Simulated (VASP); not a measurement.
A run of VASP 6.6.1 is set up as follows.

The input INCAR:

```
SYSTEM = AlCo
  ALGO = Normal
  EDIFF = 1E-7
  ENCUT = 520
  GGA = PE
  ISIF = 2
  ISMEAR = 0
  ISPIN = 2
  LASPH = .True.
  LCHARG = .True.
  LELF = .True.
  LMAXMIX = 4
  LORBIT = 11
  LREAL = .False.
  LVHAR = .True.
  LWAVE = .False.
  MAGMOM = -0.01 0.16
  NBANDS = 17
  NELM = 150
  PREC = Accurate
  SIGMA = 0.15
```

KPOINTS

```
k-points
0
Gamma
  18 18 18
  0 0 0
```

The input POSCAR:

```
AlCo
1.0
    2.8275338963     -0.1488175735     -0.1488175735
   -0.1488175735      2.8275338963     -0.1488175735
   -0.1488175735     -0.1488175735      2.8275338963
Al Co
1 1
Direct
    0.0000000000      0.0000000000      0.0000000000
    0.5000000000      0.5000000000      0.5000000000
```

Potentials or basis: VASP PAW PBE potentials, release 64 (Al, Co).

Command:

```sh
$ cat potpaw_PBE.64/Al/POTCAR potpaw_PBE.64/Co/POTCAR > POTCAR
$ mpirun -np 1 vasp_std > vasp.out
```

(1) Predict the band gap on the k mesh.

(2) Predict the pressure.

(3) Predict the net moment.

Answers

(1) zero (filled and empty bands overlap).

(2) 13.0 GPa.

(3) 0.00 μB per cell.
